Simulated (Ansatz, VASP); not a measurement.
# One calculation of Mo, two programs

The input INCAR:

```
SYSTEM = Mo
PREC     = Accurate       ! precision mode
ENCUT    = 520            ! plane-wave cutoff, eV
EDIFF    = 1E-6           ! SCF threshold, eV
ISMEAR   = -1             ! smearing method
SIGMA    = 0.08           ! smearing width, eV
LREAL    = .FALSE.        ! projectors in reciprocal space
LASPH    = .TRUE.         ! aspherical terms in the spheres
NELM     = 100            ! most SCF steps
ALGO     = Normal         ! electronic algorithm
ISIF     = 2              ! what is computed and relaxed
LWAVE    = .FALSE.        ! write WAVECAR
LCHARG   = .FALSE.        ! write CHGCAR
GGA      = PE             ! functional
NBANDS   = 13             ! bands
```

KPOINTS

```
regular mesh
0
G
  13 13 13
  0 0 0
```

Contents of POSCAR:

```
Mo
1.0
    0.0000000000      2.0150000000      2.0150000000
    2.0150000000      0.0000000000      2.0150000000
    2.0150000000      2.0150000000      0.0000000000
Mo
1
Direct
    0.0000000000      0.0000000000      0.0000000000
```

Input for Ansatz:

```yaml
crystal:
  lattice:
    - [0.0, 2.015, 2.015]
    - [2.015, 0.0, 2.015]
    - [2.015, 2.015, 0.0]
  atoms:
    - { symbol: Mo, position: [0.0, 0.0, 0.0] }
kpoints:
  mp_grid: { grid: [13, 13, 13] }
scf:
  occupations: { method: fermi_dirac, width: 0.08 }
hamiltonian:
  xc: pbe
  pseudopotentials: { kind: all_electron, lapw: { basis_error: 0.0005 } }
output:
  forces: true
  stress: true
  eigenvalues: true
```

Alike in both runs: task single point; functional PBE; k mesh 13 × 13 × 13; occupations fermi-dirac, width 0.08 eV; no spin polarisation.

```csv
,VASP,Ansatz
version,VASP 6.6.1,Ansatz 0.2.0
potentials or method,"VASP PAW PBE potentials, release 64 (Mo_sv), cutoff 520 eV","all-electron LAPW, scalar-relativistic"
```

```tsv
	VASP	Ansatz	Ansatz less VASP
pressure (GPa)	-4.4	-4.8	-0.40
```

Ansatz ran all-electron here, and VASP with PAW potentials.
